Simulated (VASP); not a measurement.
A run of VASP 6.6.1:

Contents of INCAR:

```
ALGO = Normal
EDIFF = 1E-6
ENCUT = 520
GGA = PE
ISIF = 2
ISMEAR = 0
LASPH = True
LCHARG = False
LREAL = False
LWAVE = False
NBANDS = 16
NELM = 60
PREC = Accurate
SIGMA = 0.05
```

Contents of KPOINTS:

```
k-points
0
Gamma
  10 10 10
```

The input POSCAR:

```
CdTe
1.0
    0.0000000000      3.7354817668      3.1139394522
    3.1139394522      0.0000000000      3.1139394522
    3.1139394522      3.7354817668      0.0000000000
Cd Te
1 1
Direct
    0.0000000000      0.0000000000      0.0000000000
    0.7500000000      0.7500000000      0.7500000000
```

Potentials or basis: VASP PAW PBE potentials, release 64 (Cd, Te).

The run is started by

```sh
$ cat potpaw_PBE.64/Cd/POTCAR potpaw_PBE.64/Te/POTCAR > POTCAR
$ mpirun -np 1 vasp_std > vasp.out
```

Hardware: 1 thread of Intel(R) Xeon(R) Platinum 8259CL CPU @ 2.50GHz (Skylake/Cascade Lake), with other jobs on the host.

Question: Estimate the wall time of this run.

Answer: Wall time 70 s on 1 thread of Intel(R) Xeon(R) Platinum 8259CL CPU @ 2.50GHz (Skylake/Cascade Lake), on a shared host, peak memory 0.28 GiB. Counts: scf iterations 12, k points 102.
